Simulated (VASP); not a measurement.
Crystal: FeO.

```
Fe O
1.0
     2.90291    0.00000    0.00000
    -1.45145    2.51399    0.00000
     0.00000    0.00000    2.83309
Fe O
1 1
Direct
  0.00000 0.00000 0.00000
  0.66667 0.33333 0.50000
```

```yaml
Program: VASP 6.6.1
Task: relaxation of cell and atoms
Functional: BLYP
Dispersion: D4
Potentials_or_basis: VASP PAW PBE potentials, release 64 (Fe, O)
Cutoff: 600 eV
k_mesh: 10 × 10 × 9
Occupations: fermi-dirac, width 0.05 eV
Spin: collinear spin, ferromagnetic start
Starting_moments: "[3.0, 0.0] μB"
```

At the start: pressure -9.4 GPa; volume 10.34 Å³/atom.

Question: Where does the relaxation end?

Answer: Over 3 steps the energy falls by 18.2 meV/atom and the volume is 9.79 Å³/atom (-5.3 %); space group P-6m2 (No. 187, to 0.05 Å); moment 3.98 μB per cell.

Step by step:
```tsv
step	energy change (eV)	largest force (eV/Å)	pressure (GPa)	volume (Å³)
1	0.0000	0.0000	-9.36	20.68
2	-0.0211	0.0000	7.00	18.92
3	-0.0363	0.0000	-0.02	19.58
```

Final structure:
```
Fe O
1.0
     2.86116    0.00000    0.00000
    -1.43058    2.47784    0.00000
     0.00000    0.00000    2.76178
Fe O
1 1
Direct
  0.00000 0.00000 0.00000
  0.66667 0.33333 0.50000
```

Caveat: the PAW data sets were made with another functional, which shifts forces and pressure a little; a cell with one magnetic atom can't hold antiferromagnetic order, which such compounds often take; pairwise dispersion overbinds metals, which lowers pressure and volume.
